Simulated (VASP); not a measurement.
A run of VASP 6.6.1:

Contents of INCAR:

```
SYSTEM = RbBr
  PREC = Accurate
  ENCUT = 520
  EDIFF = 1E-6
  ISMEAR = -1
  SIGMA = 0.05
  LREAL = .False.
  LASPH = .True.
  NELM = 80
  ALGO = Normal
  ISIF = 2
  LWAVE = .False.
  LCHARG = .True.
  GGA = PS
  LELF = .True.
  LVHAR = .True.
  NBANDS = 15
```

Contents of KPOINTS:

```
Automatic mesh
0
Gamma
  7 7 7
  0 0 0
```

The input POSCAR:

```
RbBr
1.0
    0.0000000000      3.0785260378      3.0785260378
    3.0785260378      0.0000000000      3.0785260378
    3.0785260378      3.0785260378      0.0000000000
Rb Br
1 1
Direct
    0.0000000000      0.0000000000      0.0000000000
    0.5000000000      0.5000000000      0.5000000000
```

Potentials or basis: VASP PAW PBE potentials, release 64 (Rb_sv, Br).

Launch:

```bash
$ cat potpaw_PBE.64/Rb_sv/POTCAR potpaw_PBE.64/Br/POTCAR > POTCAR
$ mpirun -np 1 vasp_std > vasp.out
```

Hardware: 1 thread of AMD EPYC 9R45 96-Core Processor (Zen 5), with other jobs on the host.

**Question.** Estimate the wall time of this run.

**Answer.** It took 9.5 s on 1 thread of AMD EPYC 9R45 96-Core Processor (Zen 5), with other jobs on the host, peak memory 0.15 GiB. Counts: scf iterations 13, k points 20.
